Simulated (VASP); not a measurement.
Input of a VASP 6.6.1 run:

File INCAR:

```
ALGO     = Normal         # electronic algorithm
EDIFF    = 1E-7           # SCF threshold, eV
ENCUT    = 520            # plane-wave cutoff, eV
GGA      = RE             # functional
ISIF     = 2              # what is computed and relaxed
ISMEAR   = -1             # smearing method
LASPH    = T              # aspherical terms in the spheres
LCHARG   = T              # write CHGCAR
LELF     = T              # ELF
LREAL    = F              # projectors in reciprocal space
LVHAR    = T            
LWAVE    = F              # write WAVECAR
NBANDS   = 12             # bands
NELM     = 60             # most SCF steps
PREC     = Accurate       # precision mode
SIGMA    = 0.1            # smearing width, eV
```

KPOINTS

```
k-points
0
Gamma
  12 12 12
```

File POSCAR:

```
Tl
1.0
   -1.9666746130      1.9666746130      1.9666746130
    1.9666746130     -1.9666746130      1.9666746130
    1.9666746130      1.9666746130     -1.9666746130
Tl
1
Direct
    0.0000000000      0.0000000000      0.0000000000
```

Potentials or basis: VASP PAW PBE potentials, release 64 (Tl_d).

Launch:

```console
$ cat potpaw_PBE.64/Tl_d/POTCAR > POTCAR
$ mpirun -np 1 vasp_std > vasp.out
```

(1) What does it give for the pressure?

Results:

(1) 2.2 GPa.

Caveat: the PAW data sets were made with another functional, which shifts forces and pressure a little.
